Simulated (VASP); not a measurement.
# PtSe2 in VASP: notebook, part 2 of 2

VASP 6.6.1.

### Step 3. Single point, PBE+D3(BJ) (layers slid over each other)

INCAR reads:

```
PREC     = Accurate       # precision mode
ENCUT    = 520            # plane-wave cutoff, eV
EDIFF    = 1E-6           # SCF threshold, eV
ISMEAR   = 0              # smearing method
SIGMA    = 0.05           # smearing width, eV
LREAL    = F              # projectors in reciprocal space
LASPH    = T              # aspherical terms in the spheres
NELM     = 60             # most SCF steps
ALGO     = Normal         # electronic algorithm
ISIF     = 2              # what is computed and relaxed
LWAVE    = F              # write WAVECAR
LCHARG   = F              # write CHGCAR
LDIPOL   = T            
IDIPOL   = 3            
DIPOL    = 0.5 0.5 0.395
GGA      = PE             # functional
IVDW     = 12             # dispersion correction
NBANDS   = 31             # bands
```

KPOINTS reads:

```
regular mesh
0
Gamma
  9 9 1
```

POSCAR reads:

```
PtSe2
1.0
    3.7070357730      0.0000000000      0.0000000000
   -1.8535178865      3.2103871521      0.0000000000
    0.0000000000      0.0000000000     22.7981619012
Se Pt
4 2
Direct
    0.6666666667      0.3333333333      0.1973843339
    0.3333333333      0.6666666667      0.3135814625
    0.6666666667      1.3333333333      0.4763138799
    0.3333333333      1.6666666667      0.5925110086
    0.0000000000      0.0000000000      0.2554828982
    0.0000000000      1.0000000000      0.5344124442
```

Potentials or basis: VASP PAW PBE potentials, release 64 (Se, Pt).

Launch:

```sh
> cat potpaw_PBE.64/Se/POTCAR potpaw_PBE.64/Pt/POTCAR > POTCAR
> mpirun -np 1 vasp_std > vasp.out
```

OUTCAR:

```text
PREC = Accurate
   ENCUT = 520
   EDIFF = 1E-6
   ISMEAR = 0
   LREAL = F
   LASPH = T
   NELM = 60
   ISIF = 2
   GGA = PE
   IVDW = 12
 IVDW          = 12

 ion  position               nearest neighbor table
   1  0.667  0.333  0.197-   5 2.52   5 2.52   5 2.52
   2  0.333  0.667  0.314-   5 2.52   5 2.52   5 2.52
   3  0.667  0.333  0.476-   6 2.52   6 2.52   6 2.52
   4  0.333  0.667  0.593-   6 2.52   6 2.52   6 2.52
   5  0.000  0.000  0.255-   2 2.52   1 2.52   2 2.52   1 2.52   2 2.52   1 2.52
   6  0.000  0.000  0.534-   3 2.52   3 2.52   3 2.52   4 2.52   4 2.52   4 2.52

  LATTYP: Found a hexagonal cell.
 ALAT       =     3.7070357730
 C/A-ratio  =     6.1499708385

  Lattice vectors:

 A1 = (   3.7070357730,   0.0000000000,   0.0000000000)
 A2 = (  -1.8535178865,   3.2103871521,   0.0000000000)
 A3 = (   0.0000000000,   0.0000000000,  22.7981619012)

Analysis of symmetry for initial positions (statically):
=====================================================================
 Subroutine PRICEL returns:
 Original cell was already a primitive cell.

 Routine SETGRP: Setting up the symmetry group for a
 hexagonal supercell.

 Subroutine GETGRP returns: Found 12 space group operations
 (whereof  6 operations were pure point group operations)
 out of a pool of 24 trial point group operations.

The static configuration has the point symmetry C_3v.
 The point group associated with its full space group is D_3d.

Analysis of symmetry for dynamics (positions and initial velocities):
=====================================================================
 Subroutine PRICEL returns:
 Original cell was already a primitive cell.

 Routine SETGRP: Setting up the symmetry group for a
 hexagonal supercell.

 Subroutine GETGRP returns: Found 12 space group operations
 (whereof  6 operations were pure point group operations)
 out of a pool of 24 trial point group operations.

The dynamic configuration has the point symmetry C_3v.
 The point group associated with its full space group is D_3d.

 Subroutine INISYM returns: Found 12 space group operations
 (whereof  6 operations are pure point group operations),
 and found     1 'primitive' translations

----------------------------------------------------------------------------------------

                                     Primitive cell

  volume of cell :     271.3214

  direct lattice vectors                    reciprocal lattice vectors
     3.707035773  0.000000000  0.000000000     0.269757310  0.155744456  0.000000000
    -1.853517886  3.210387152  0.000000000     0.000000000  0.311488912  0.000000000
     0.000000000  0.000000000 22.798161901     0.000000000  0.000000000  0.043863185

  length of vectors
     3.707035773  3.707035773 22.798161901     0.311488912  0.311488912  0.043863185

  position of ions in fractional coordinates (direct lattice)
     0.666666667  0.333333333  0.197384334
     0.333333333  0.666666667  0.313581462
     0.666666667  0.333333333  0.476313880
     0.333333333  0.666666667  0.592511009
     0.000000000  0.000000000  0.255482898
     0.000000000  0.000000000  0.534412444

  ion indices of the primitive-cell ions
   primitive index   ion index
                 1           1
                 2           2
                 3           3
                 4           4
[... 44 lines left out ...]
   number of dos      NEDOS =    301   number of ions     NIONS =      6
   total plane-waves  NPLWV = 141120
   dimension x,y,z NGX =    28 NGY =   28 NGZ =  180
   dimension x,y,z NGXF=    56 NGYF=   56 NGZF=  360
   ions per type =               4   2
   NGX,Y,Z   is equivalent  to a cutoff of  12.56, 12.56, 13.13 a.u.
   NGXF,Y,Z  is equivalent  to a cutoff of  25.11, 25.11, 26.25 a.u.
 SYSTEM =  unknown system
   PREC   = accura    normal or accurate (medium, high low for compatibility)
   ISTART =      0    job   : 0-new  1-cont  2-samecut
   ICHARG =      2    charge: 1-file 2-atom 10-const
   ISPIN  =      1    spin polarized calculation?
   LNONCOLLINEAR =      F non collinear calculations
   LSORBIT =      F    spin-orbit coupling
   LASPH  =      T    aspherical Exc in radial PAW
   ENCUT  =  520.0 eV  38.22 Ry    6.18 a.u.   6.89  6.89 42.39*2*pi/ulx,y,z
   NELM   =     60;   NELMIN=  2; NELMDL= -5     # of ELM steps
   EDIFF  = 0.1E-05   stopping-criterion for ELM
   LREAL  =      F    real-space projection
   EDIFFG = 0.1E-04   stopping-criterion for IOM
   NSW    =      0    number of steps for IOM
   IBRION =     -1    ionic relax: 0-MD 1-quasi-New 2-CG
   NFREE  =      0    steps in history (QN), initial steepest desc. (CG)
   ISIF   =      2    stress and relaxation
   ISYM   =      2    0-nonsym 1-usesym 2-fastsym
   POTIM  = 0.5000    time-step for ionic-motion
   TEBEG  =    0.0;   TEEND  =   0.0 temperature during run
   PSTRESS=    0.0 pullay stress
   NELECT =      44.0000    total number of electrons
   NUPDOWN=      -1.0000    fix difference up-down
   EMIN   =  10.00;   EMAX   =-10.00  energy-range for DOS
   EFERMI =   0.00;   METHOD = LEGACY
   ISMEAR =     0;   SIGMA  =   0.05  broadening in eV -4-tet -1-fermi 0-gaus
   EFERMI_NEDOS =   21; number of points for ismear=-14 and -15
   IALGO  =     38    algorithm
   IMIX   =      4    mixing-type and parameters
     AMIX     =   0.40;   BMIX     =  1.00
     AMIX_MAG =   1.60;   BMIX_MAG =  1.00
  volume/ion in A,a.u.               =      45.22       305.16
  Fermi-wavevector in a.u.,A,eV,Ry     =   0.892752  1.687058 10.843938  0.797007
  Thomas-Fermi vector in A             =   2.014742
   LORBIT       =      0    0 simple, 1 ext, 2 COOP (PROOUT), +10 PAW based schemes
   GGA     = PE    functional components
   LHFCALC =     F    Hartree Fock is set to
   AEXX    =    0.0000 exact exchange contribution
   IVDW    =    12    specifies the selected vdW correction
   LEPSILON=     F    determine dielectric tensor
   LRPA    =     F    only Hartree local field effects (RPA)
 non-spin polarized calculation
 Gauss-broadening in eV      SIGMA  =   0.05
  energy-cutoff  :      520.00
  volume of cell :      271.32
 maximum number of plane-waves:      7334
 NGX is ok and might be reduce to    28
   NGX = 13   NGY = 13   NGZ = 85

 dipolmoment           0.000000      0.000000      0.000011 electrons x Angstroem

 number of electron      44.0000000 magnetization

 dipolmoment           0.000000      0.000000     -0.000002 electrons x Angstroem

 Free energy of the ion-electron system (eV)
  ---------------------------------------------------
  ext. energy  EPLUGINS =         0.00000000
  ---------------------------------------------------
  free energy    TOTEN  =       -28.57930207 eV

  energy without entropy =      -28.57930207  energy(sigma->0) =      -28.57930207

 E-fermi :  -0.3201     XC(G=0):  -5.5387

 val. band max:       -0.5390775769   @ k =   0.1111   0.1111   0.0000
 cond. band min:       0.5559747688   @ k =   0.2222  -0.0000   0.0000
 fundamental gap:      1.0950523456
 Fermi energy:        -0.3200533977

 k-point     1 :       0.0000    0.0000    0.0000
  band No.  band energies     occupation
      1     -14.7459      2.00000
      2     -14.7145      2.00000
      3     -12.9990      2.00000
      4     -12.9333      2.00000
      5      -5.9517      2.00000
      6      -5.7775      2.00000
[... 397 lines left out ...]
     30       7.1164      0.00000
     31       7.8018      0.00000

------------------------ aborting loop because EDIFF is reached ----------------------------------------

 vacuum level on the upper side and lower side of the slab       (xc-potential included)        -0.166        -0.169

 Edisp (eV)   -2.03003

 E8    (eV) :    -0.9006

  FORCE on cell =-STRESS in cart. coord.  units (eV):
  Direction    XX          YY          ZZ          XY          YZ          ZX
  --------------------------------------------------------------------------------------
  -------------------------------------------------------------------------------------
  Total      -0.16946    -0.16946    -0.78990     0.00000     0.00000    -0.00000
  in kB      -1.00070    -1.00070    -4.66444     0.00000     0.00000    -0.00000
  external pressure =       -2.22 kB  Pullay stress =        0.00 kB

 VOLUME and BASIS-vectors are now :
 -----------------------------------------------------------------------------
  energy-cutoff  :      520.00
  volume of cell :      271.32
      direct lattice vectors                 reciprocal lattice vectors
     3.707035773  0.000000000  0.000000000     0.269757310  0.155744456  0.000000000
    -1.853517886  3.210387152  0.000000000     0.000000000  0.311488912  0.000000000
     0.000000000  0.000000000 22.798161901     0.000000000  0.000000000  0.043863185

 POSITION                                       TOTAL-FORCE (eV/Angst)
 -----------------------------------------------------------------------------------
      1.85352      1.07013      4.50000        -0.000000      0.000000     -0.002131
     -0.00000      2.14026      7.14908        -0.000000      0.000000      0.080507
      1.85352      1.07013     10.85908         0.000000     -0.000000     -0.080507
     -0.00000      2.14026     13.50816         0.000000      0.000000      0.002131
      0.00000      0.00000      5.82454        -0.000000      0.000000      0.072312
      0.00000      0.00000     12.18362         0.000000     -0.000000     -0.072312
 -----------------------------------------------------------------------------------
    total drift:                                0.000000     -0.000000     -0.000053

  FREE ENERGIE OF THE ION-ELECTRON SYSTEM (eV)
  ---------------------------------------------------
  free  energy   TOTEN  =       -30.6093293170 eV

  energy  without entropy=      -30.6093293170  energy(sigma->0) =      -30.60932932

 vacuum level on the upper side and lower side of the slab         4.854         4.854
```

Wall time 1.9 min (1 thread of Intel Xeon Platinum 8488C (Sapphire Rapids), shared host); peak memory 0.4 GiB.

What came out:

```yaml
Free_energy: -30.6093 eV
Largest_force: 0.081 eV/Å
Band_gap_on_the_k_mesh: 1.10 eV (least direct gap 1.27 eV)
Dispersion_energy_per_atom: -0.338 eV
```

Forces in eV/Å, atoms in the order of the input:
```
Se   0.000  0.000 -0.002
Se   0.000  0.000  0.081
Se   0.000  0.000 -0.081
Se   0.000  0.000  0.002
Pt   0.000  0.000  0.072
Pt   0.000  0.000 -0.072
```

Caveat: the cell differs from its parent crystal (layers slid over each other); spin-orbit coupling is left out, which moves the levels of the heavy elements.

### Step 4. Single point, PBE+D3(BJ) (layers slid over each other)

INCAR reads:

```
SYSTEM = PtSe2
PREC = Accurate
ENCUT = 520
EDIFF = 1E-7
ISMEAR = 0
SIGMA = 0.05
LREAL = .FALSE.
LASPH = .TRUE.
NELM = 100
ALGO = Normal
ISIF = 2
LWAVE = .FALSE.
LCHARG = .FALSE.
LDIPOL = .TRUE.
IDIPOL = 3
DIPOL = 0.5 0.5 0.395
GGA = PE
IVDW = 12
NBANDS = 31
```

KPOINTS reads:

```
Automatic mesh
0
G
  9 9 1
  0 0 0
```

POSCAR reads:

```
PtSe2
1.0
    3.7070357730      0.0000000000      0.0000000000
   -1.8535178865      3.2103871521      0.0000000000
    0.0000000000      0.0000000000     22.7981619012
Se Pt
4 2
Direct
    0.6666666667      0.3333333333      0.1973843339
    0.3333333333      0.6666666667      0.3135814625
    1.0000000000      1.0000000000      0.4763138799
    0.6666666667      1.3333333333      0.5925110086
    0.0000000000      0.0000000000      0.2554828982
    0.3333333333      0.6666666667      0.5344124442
```

Potentials or basis: VASP PAW PBE potentials, release 64 (Se, Pt).

Launch:

```sh
> cat potpaw_PBE.64/Se/POTCAR potpaw_PBE.64/Pt/POTCAR > POTCAR
> mpirun -np 1 vasp_std > vasp.out
```

OUTCAR:

```text
SYSTEM = PtSe2
   PREC = Accurate
   ENCUT = 520
   EDIFF = 1E-7
   ISMEAR = 0
   LREAL = .FALSE.
   LASPH = .TRUE.
   NELM = 100
   ISIF = 2
   GGA = PE
   IVDW = 12
 IVDW          = 12

 ion  position               nearest neighbor table
   1  0.667  0.333  0.197-   5 2.52   5 2.52   5 2.52
   2  0.333  0.667  0.314-   5 2.52   5 2.52   5 2.52
   3  0.000  0.000  0.476-   6 2.52   6 2.52   6 2.52
   4  0.667  0.333  0.593-   6 2.52   6 2.52   6 2.52
   5  0.000  0.000  0.255-   2 2.52   1 2.52   2 2.52   1 2.52   2 2.52   1 2.52
   6  0.333  0.667  0.534-   3 2.52   3 2.52   3 2.52   4 2.52   4 2.52   4 2.52

[... 613 lines left out ...]
  Total      -0.20209    -0.20209    -0.76009    -0.00000     0.00000     0.00000
  in kB      -1.19338    -1.19338    -4.48841    -0.00000     0.00000     0.00000
  external pressure =       -2.29 kB  Pullay stress =        0.00 kB

 VOLUME and BASIS-vectors are now :
 -----------------------------------------------------------------------------
  energy-cutoff  :      520.00
  volume of cell :      271.32
      direct lattice vectors                 reciprocal lattice vectors
     3.707035773  0.000000000  0.000000000     0.269757310  0.155744456  0.000000000
    -1.853517886  3.210387152  0.000000000     0.000000000  0.311488912  0.000000000
     0.000000000  0.000000000 22.798161901     0.000000000  0.000000000  0.043863185

 POSITION                                       TOTAL-FORCE (eV/Angst)
 -----------------------------------------------------------------------------------
      1.85352      1.07013      4.50000        -0.000000      0.000000      0.001876
     -0.00000      2.14026      7.14908        -0.000000      0.000000      0.087049
      0.00000      0.00000     10.85908         0.000000     -0.000000     -0.087049
      1.85352      1.07013     13.50816         0.000000     -0.000000     -0.001876
      0.00000      0.00000      5.82454         0.000000      0.000000      0.058545
     -0.00000      2.14026     12.18362        -0.000000     -0.000000     -0.058545
 -----------------------------------------------------------------------------------
    total drift:                                0.000000     -0.000000     -0.000021

  FREE ENERGIE OF THE ION-ELECTRON SYSTEM (eV)
  ---------------------------------------------------
  free  energy   TOTEN  =       -30.6095385459 eV

  energy  without entropy=      -30.6095385459  energy(sigma->0) =      -30.60953855

 vacuum level on the upper side and lower side of the slab         4.903         4.904
```

OSZICAR:

```text
N       E                     dE             d eps       ncg     rms          rms(c)
DAV:   1     0.300492557608E+03    0.30049E+03   -0.17415E+04   744   0.115E+03
DAV:   2    -0.184594990118E+01   -0.30234E+03   -0.28659E+03   968   0.214E+02
DAV:   3    -0.295955075495E+02   -0.27750E+02   -0.27112E+02   907   0.688E+01
[... 16 lines left out ...]
DAV:  20    -0.285795585654E+02   -0.27895E-05   -0.52583E-08   677   0.109E-03    0.629E-04
DAV:  21    -0.285795622102E+02   -0.36448E-05   -0.92260E-08   659   0.922E-04    0.547E-04
DAV:  22    -0.285795628933E+02   -0.68307E-06   -0.18165E-08   613   0.531E-04    0.151E-04
DAV:  23    -0.285795631278E+02   -0.23450E-06   -0.67536E-09   582   0.251E-04    0.157E-04
DAV:  24    -0.285795631926E+02   -0.64783E-07   -0.33841E-09   589   0.190E-04
   1 F= -.30609539E+02 E0= -.30609539E+02  d E =-.162429E-15
```

It took 1.9 min on 1 thread of Intel Xeon Platinum 8488C (Sapphire Rapids), shared host; peak memory 0.4 GiB.

What came out:

```yaml
Free_energy: -30.6095 eV
Largest_force: 0.087 eV/Å
Band_gap_on_the_k_mesh: 1.11 eV (least direct gap 1.30 eV)
Dispersion_energy_per_atom: -0.338 eV
```

Forces on the atoms (eV/Å):
```
Se   0.000  0.000  0.002
Se   0.000  0.000  0.087
Se   0.000  0.000 -0.087
Se   0.000  0.000 -0.002
Pt   0.000  0.000  0.059
Pt   0.000  0.000 -0.059
```

Levels at points of the mesh, in eV from the valence-band top:
| k point | band 19 | band 20 | band 21 | band 22 | band 23 | band 24 | band 25 | band 26 |
| --- | --- | --- | --- | --- | --- | --- | --- | --- |
| (0.00, 0.00, 0.00) | -0.15 | -0.15 | -0.12 | -0.12 | 2.81 | 2.81 | 2.84 | 2.84 |

Caveat: the cell differs from its parent crystal (layers slid over each other); spin-orbit coupling is left out, which moves the levels of the heavy elements.

### Step 5. Overview

| cell | gap on the mesh (eV) | largest force (eV/Å) |
| --- | --- | --- |
| as given, atomic positions A | 0.97 | 0.03 |
| as given, atomic positions B | 1.10 | 0.08 |
| as given, atomic positions C | 1.11 | 0.09 |

Alike in all rows: task single point; level PBE+D3(BJ); potentials or basis VASP PAW PBE potentials, release 64 (Se, Pt); no spin polarisation; k mesh 9 × 9 × 1; cutoff (eV) 520; smearing gaussian 0.05 eV.

Caveats: spin-orbit coupling is left out, which moves the levels of the heavy elements.

Total energies depend on the potentials used, so only differences within one code and one set of settings carry meaning.
